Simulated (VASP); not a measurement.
# MnO (Fm-3m) in VASP: further runs

The runs below take MnO through relaxation of cell and atoms, with RPBE+D3(BJ), PBE+D4.

Everything below comes from runs of VASP 6.6.1. Logs are shortened: lines on timing, memory, paths and dates and some standing lists are left out, and cuts for length are marked.

**1. The cell of the first run**

The structure is cubic, space group Fm-3m (No. 225). Conventional cell: a = 4.448 Å, b = 4.448 Å, c = 4.448 Å, α = 90.00°, β = 90.00°, γ = 90.00°. Within 2.9 Å of Mn (site symmetry m-3m) lie 6 O at 2.22 Å. Within 2.9 Å of O (site symmetry m-3m) lie 6 Mn at 2.22 Å.

**2. Relaxation of cell and atoms, RPBE+D3(BJ), collinear spin, ferromagnetic start**

INCAR reads:

```
  PREC = Accurate
  ENCUT = 600
  EDIFF = 1E-7
  ISMEAR = -1
  SIGMA = 0.05
  LREAL = F
  LASPH = T
  NELM = 150
  ALGO = Normal
  ISIF = 3
  LWAVE = F
  LCHARG = F
  ISPIN = 2
  MAGMOM = 4 0
  LORBIT = 11
  LMAXMIX = 4
  GGA = RP
  IVDW = 12
  IBRION = 2
  NSW = 80
  EDIFFG = -0.01
```

KPOINTS reads:

```
Automatic mesh
0
Gamma
  10 10 10
```

POSCAR reads:

```
MnO
1.0
    0.0000000000      2.2239077028      2.2239077028
    2.2239077028      0.0000000000      2.2239077028
    2.2239077028      2.2239077028      0.0000000000
Mn O
1 1
Direct
    0.0000000000      0.0000000000      0.0000000000
    0.5000000000      0.5000000000      0.5000000000
```

Potentials or basis: VASP PAW PBE potentials, release 64 (Mn_pv, O).

Command:

```sh
$ cat potpaw_PBE.64/Mn_pv/POTCAR potpaw_PBE.64/O/POTCAR > POTCAR
$ mpirun -np 1 vasp_std > vasp.out
```

OUTCAR:

```text
PREC = Accurate
   ENCUT = 600
   EDIFF = 1E-7
   ISMEAR = -1
   LREAL = F
   LASPH = T
   NELM = 150
   ISIF = 3
   ISPIN = 2
   LORBIT = 11
   GGA = RP
   IVDW = 12
   IBRION = 2
   NSW = 80
   EDIFFG = -0.01
 IVDW          = 12

 ion  position               nearest neighbor table
   1  0.000  0.000  0.000-   2 2.22   2 2.22   2 2.22   2 2.22   2 2.22   2 2.22
   2  0.500  0.500  0.500-   1 2.22   1 2.22   1 2.22   1 2.22   1 2.22   1 2.22

  LATTYP: Found a face centered cubic cell.
 ALAT       =     4.4478154056

  Lattice vectors:

 A1 = (   0.0000000000,   2.2239077028,   2.2239077028)
 A2 = (   2.2239077028,   0.0000000000,   2.2239077028)
 A3 = (   2.2239077028,   2.2239077028,   0.0000000000)

Analysis of symmetry for initial positions (statically):
=====================================================================
 Subroutine PRICEL returns:
 Original cell was already a primitive cell.

 Routine SETGRP: Setting up the symmetry group for a
 face centered cubic supercell.

 Subroutine GETGRP returns: Found 48 space group operations
 (whereof 48 operations were pure point group operations)
 out of a pool of 48 trial point group operations.

The static configuration has the point symmetry O_h .

Analysis of symmetry for dynamics (positions and initial velocities):
=====================================================================
 Subroutine PRICEL returns:
 Original cell was already a primitive cell.

 Routine SETGRP: Setting up the symmetry group for a
 face centered cubic supercell.

 Subroutine GETGRP returns: Found 48 space group operations
 (whereof 48 operations were pure point group operations)
 out of a pool of 48 trial point group operations.

The dynamic configuration has the point symmetry O_h .

Analysis of structural, dynamic, and magnetic symmetry:
=====================================================================
 Subroutine PRICEL returns:
 Original cell was already a primitive cell.

 Routine SETGRP: Setting up the symmetry group for a
 face centered cubic supercell.

 Subroutine GETGRP returns: Found 48 space group operations
 (whereof 48 operations were pure point group operations)
 out of a pool of 48 trial point group operations.

The overall configuration has the point symmetry O_h .

 Subroutine INISYM returns: Found 48 space group operations
 (whereof 48 operations are pure point group operations),
 and found     1 'primitive' translations

----------------------------------------------------------------------------------------

                                     Primitive cell

  volume of cell :      21.9979

  direct lattice vectors                    reciprocal lattice vectors
     0.000000000  2.223907703  2.223907703    -0.224829474  0.224829474  0.224829474
     2.223907703  0.000000000  2.223907703     0.224829474 -0.224829474  0.224829474
     2.223907703  2.223907703  0.000000000     0.224829474  0.224829474 -0.224829474

  length of vectors
     3.145080435  3.145080435  3.145080435     0.389416073  0.389416073  0.389416073

  position of ions in fractional coordinates (direct lattice)
     0.000000000  0.000000000  0.000000000
     0.500000000  0.500000000  0.500000000

  ion indices of the primitive-cell ions
   primitive index   ion index
                 1           1
                 2           2

----------------------------------------------------------------------------------------

 KPOINTS: Automatic mesh

Automatic generation of k-mesh.
 Grid dimensions read from file:
 generate k-points for:   10   10   10

 Generating k-lattice:

  Cartesian coordinates                     Fractional coordinates (reciprocal lattice)
    -0.022482947  0.022482947  0.022482947     0.100000000  0.000000000  0.000000000
     0.022482947 -0.022482947  0.022482947     0.000000000  0.100000000  0.000000000
     0.022482947  0.022482947 -0.022482947     0.000000000  0.000000000  0.100000000

  Length of vectors
     0.038941607  0.038941607  0.038941607

  Shift w.r.t. Gamma in fractional coordinates (k-lattice)
     0.000000000  0.000000000  0.000000000

 Subroutine IBZKPT returns following result:
 ===========================================

 Found     47 irreducible k-points:

 Following reciprocal coordinates:
            Coordinates               Weight
  0.000000  0.000000  0.000000      1.000000
  0.100000  0.000000  0.000000      8.000000
  0.200000  0.000000  0.000000      8.000000
  0.300000  0.000000  0.000000      8.000000
  0.400000  0.000000  0.000000      8.000000
  0.500000  0.000000  0.000000      4.000000
[... 16 lines left out ...]
  0.300000  0.300000  0.000000      6.000000
  0.400000  0.300000  0.000000     24.000000
 [... further k-points ...]
   k-points           NKPTS =     47   k-points in BZ     NKDIM =     47   number of bands    NBANDS=     15
   number of dos      NEDOS =    301   number of ions     NIONS =      2
   total plane-waves  NPLWV =  21952
   dimension x,y,z NGX =    28 NGY =   28 NGZ =   28
   dimension x,y,z NGXF=    56 NGYF=   56 NGZF=   56
   ions per type =               1   1
   NGX,Y,Z   is equivalent  to a cutoff of  14.80, 14.80, 14.80 a.u.
   NGXF,Y,Z  is equivalent  to a cutoff of  29.60, 29.60, 29.60 a.u.
 SYSTEM =  unknown system
   PREC   = accura    normal or accurate (medium, high low for compatibility)
   ISTART =      0    job   : 0-new  1-cont  2-samecut
   ICHARG =      2    charge: 1-file 2-atom 10-const
   ISPIN  =      2    spin polarized calculation?
   LNONCOLLINEAR =      F non collinear calculations
   LSORBIT =      F    spin-orbit coupling
   LASPH  =      T    aspherical Exc in radial PAW
   ENCUT  =  600.0 eV  44.10 Ry    6.64 a.u.   6.28  6.28  6.28*2*pi/ulx,y,z
   NELM   =    150;   NELMIN=  2; NELMDL= -5     # of ELM steps
   EDIFF  = 0.1E-06   stopping-criterion for ELM
   LREAL  =      F    real-space projection
   EDIFFG = -.1E-01   stopping-criterion for IOM
   NSW    =     80    number of steps for IOM
   IBRION =      2    ionic relax: 0-MD 1-quasi-New 2-CG
   NFREE  =      1    steps in history (QN), initial steepest desc. (CG)
   ISIF   =      3    stress and relaxation
   ISYM   =      2    0-nonsym 1-usesym 2-fastsym
   POTIM  = 0.5000    time-step for ionic-motion
   TEBEG  =    0.0;   TEEND  =   0.0 temperature during run
   PSTRESS=    0.0 pullay stress
   NELECT =      19.0000    total number of electrons
   NUPDOWN=      -1.0000    fix difference up-down
   EMIN   =  10.00;   EMAX   =-10.00  energy-range for DOS
   EFERMI =   0.00;   METHOD = LEGACY
   ISMEAR =    -1;   SIGMA  =   0.05  broadening in eV -4-tet -1-fermi 0-gaus
   EFERMI_NEDOS =   21; number of points for ismear=-14 and -15
   IALGO  =     38    algorithm
   IMIX   =      4    mixing-type and parameters
     AMIX     =   0.40;   BMIX     =  1.00
     AMIX_MAG =   1.60;   BMIX_MAG =  1.00
  volume/ion in A,a.u.               =      11.00        74.22
  Fermi-wavevector in a.u.,A,eV,Ry     =   1.559071  2.946217 33.071721  2.430703
  Thomas-Fermi vector in A             =   2.662483
   LORBIT       =     11    0 simple, 1 ext, 2 COOP (PROOUT), +10 PAW based schemes
   GGA     = RP    functional components
   LHFCALC =     F    Hartree Fock is set to
   AEXX    =    0.0000 exact exchange contribution
   IVDW    =    12    specifies the selected vdW correction
   LEPSILON=     F    determine dielectric tensor
   LRPA    =     F    only Hartree local field effects (RPA)
 conjugate gradient relaxation of ions
 spin polarized calculation
  energy-cutoff  :      600.00
  volume of cell :       22.00
 maximum number of plane-waves:       754
 NGX is ok and might be reduce to    28
   NGX = 13   NGY = 13   NGZ = 13

--------------------------------------- Ionic step        1  -------------------------------------------

 number of electron      18.9999997 magnetization       4.8195490

 Free energy of the ion-electron system (eV)
  ---------------------------------------------------
  ext. energy  EPLUGINS =         0.00000000
  ---------------------------------------------------
  free energy    TOTEN  =       -15.70957518 eV

  energy without entropy =      -15.70311014  energy(sigma->0) =      -15.70634266

------------------------ aborting loop because EDIFF is reached ----------------------------------------

 Edisp (eV)   -2.64466

 E8    (eV) :    -1.6360

  FORCE on cell =-STRESS in cart. coord.  units (eV):
  Direction    XX          YY          ZZ          XY          YZ          ZX
  --------------------------------------------------------------------------------------
  -------------------------------------------------------------------------------------
  Total     182.49926   182.49926   182.49926     0.00000    -0.00000     0.00000
  in kB   13292.03345 13292.03345 13292.03345     0.00000    -0.00000     0.00000
  external pressure =    13292.03 kB  Pullay stress =        0.00 kB
[... 1843 lines left out ...]
      1     -41.8761      1.00000
      2     -41.8692      1.00000
      3     -41.8688      1.00000
      4     -13.2045      1.00000
      5      -0.1721      1.00000
      6       1.1898      1.00000
      7       1.3098      1.00000
      8       4.6898      0.00000
      9       5.7462      0.00000
     10       5.8878      0.00000
     11       6.0541      0.00000
     12       6.0614      0.00000
     13       8.7360      0.00000
     14      12.4154      0.00000
     15      14.0955      0.00000

 [... further k-points ...]

[... ionic steps 4 to 28 ...]

--------------------------------------- Ionic step       29  -------------------------------------------

 number of electron      18.9999995 magnetization       4.8269188

------------------------ aborting loop because EDIFF is reached ----------------------------------------

 Edisp (eV)   -2.82492

 E8    (eV) :    -1.7522
[... 69 lines left out ...]
  energy  without entropy=      -18.5309930851  energy(sigma->0) =      -18.53423538

--------------------------------------- Ionic step       31  -------------------------------------------

 number of electron      18.9999995 magnetization       4.8269482

 Free energy of the ion-electron system (eV)
  ---------------------------------------------------
  ext. energy  EPLUGINS =         0.00000000
  ---------------------------------------------------
  free energy    TOTEN  =       -15.71256054 eV

  energy without entropy =      -15.70607598  energy(sigma->0) =      -15.70931826

 E-fermi :   7.6237     XC(G=0): -11.6181

 val. band max:        7.6061296689   @ k =   0.4000   0.0000   0.0000
 cond. band min:       7.7409341892   @ k =  -0.3000   0.2000   0.0000
 fundamental gap:      0.1348045204
 Fermi energy:         7.6237400578

 spin component 1

 k-point     1 :       0.0000    0.0000    0.0000
  band No.  band energies     occupation
      1     -42.8432      1.00000
      2     -42.8432      1.00000
      3     -42.8432      1.00000
      4     -12.6534      1.00000
      5       3.9391      1.00000
      6       3.9391      1.00000
      7       3.9391      1.00000
      8       4.3755      1.00000
      9       4.3755      1.00000
     10       4.3755      1.00000
[... 888 lines left out ...]
  FREE ENERGIE OF THE ION-ELECTRON SYSTEM (eV)
  ---------------------------------------------------
  free  energy   TOTEN  =       -18.5374777585 eV

  energy  without entropy=      -18.5309931914  energy(sigma->0) =      -18.53423547

 reached required accuracy - stopping structural energy minimisation

 total charge

# of ion       s       p       d       tot
------------------------------------------
    1        0.198   6.172   4.967  11.338
    2        1.562   3.429   0.000   4.991
--------------------------------------------------
tot          1.760   9.601   4.967  16.328

 magnetization (x)

# of ion       s       p       d       tot
------------------------------------------
    1        0.034   0.027   4.323   4.384
    2        0.029   0.170   0.000   0.199
--------------------------------------------------
tot          0.063   0.197   4.323   4.583
```

It took 9.9 min on 1 thread of AMD EPYC 9R45 (Zen 5), shared host; peak memory 0.19 GiB.

What came out:

```yaml
Free_energy: -18.5375 eV
Relaxed_volume: 11.04 Å³/atom
Relaxed_cell: a = 3.149 Å, b = 3.149 Å, c = 3.149 Å, α = 60.00°, β = 60.00°, γ = 60.00°
Space_group_after_relaxing_to_0.05_Å: Fm-3m (No. 225)
Energy_gained_by_relaxing: 91.6 meV/atom
Ionic_steps: 31
Pressure_after_relaxing: 0.1 GPa
Net_moment: 4.83 μB per cell
Site_moments: Mn +4.38; O +0.20 μB
Valence_electrons_inside_the_program's_atomic_spheres: Mn 11.34; O 4.99
Dispersion_energy_per_atom: -1.412 eV
```

The path:
```
step  energy change (eV)  largest force (eV/Å)  pressure (GPa)  volume (Å³)
   1              0.0000                0.0000         1329.20        22.00
   2           1340.4092                0.0000          -11.58      3467.96
   3             74.0955                0.0000         -149.85       200.62
   4             10.6130                0.0000          -36.10        79.89
   5              9.0153                0.0000          -34.37        72.60
   6              2.1191                0.0000          -42.15        42.39
   7              1.4293                0.0000          -34.37        31.09
   8              0.5072                0.0000          -31.03        26.28
   9              0.1082                0.0000          -26.42        24.08
  10             -0.0566                0.0000          -23.50        23.02
  11             -0.1299                0.0000          -22.05        22.51
  12             -0.1644                0.0000          -21.27        22.25
  13             -0.1806                0.0000          -17.57        22.12
  14             -0.1796                0.0000           56.34        22.06
  15             -0.1821                0.0000          -13.82        22.11
  16             -0.1832                0.0000            2.48        22.08
  17             -0.1832                0.0000           -1.39        22.09
  18             -0.1832                0.0000            0.46        22.09
  19             -0.1832                0.0000            0.42        22.09
  20             -0.1832                0.0000            0.33        22.09
  21             -0.1832                0.0000            0.33        22.09
  22             -0.1832                0.0000            0.33        22.09
  23             -0.1832                0.0000            0.33        22.09
  24             -0.1832                0.0000            0.32        22.09
  25             -0.1832                0.0000            0.32        22.09
  26             -0.1832                0.0000            0.32        22.09
  27             -0.1832                0.0000            0.31        22.09
  28             -0.1832                0.0000            0.29        22.09
  29             -0.1832                0.0000            0.26        22.09
  30             -0.1832                0.0000            0.19        22.09
  31             -0.1832                0.0000            0.06        22.09
```

Final structure:
```
CELL_PARAMETERS angstrom
0.00000 2.22691 2.22691
2.22691 0.00000 2.22691
2.22691 2.22691 0.00000
ATOMIC_POSITIONS crystal
Mn 0.00000 0.00000 0.00000
O 0.50000 0.50000 0.50000
```

Caveat: the PAW data sets were made with another functional, which shifts forces and pressure a little; a cell with one magnetic atom can't hold antiferromagnetic order, which such compounds often take; semilocal functionals often make such compounds metallic where correlation or magnetic order opens a gap, which also shifts bond lengths; pairwise dispersion overbinds metals, which lowers pressure and volume. With open d or f shells a metallic result of RPBE can be an artefact of self-interaction; +U or a hybrid may open a gap.

(Continued in part 2 of 2.)
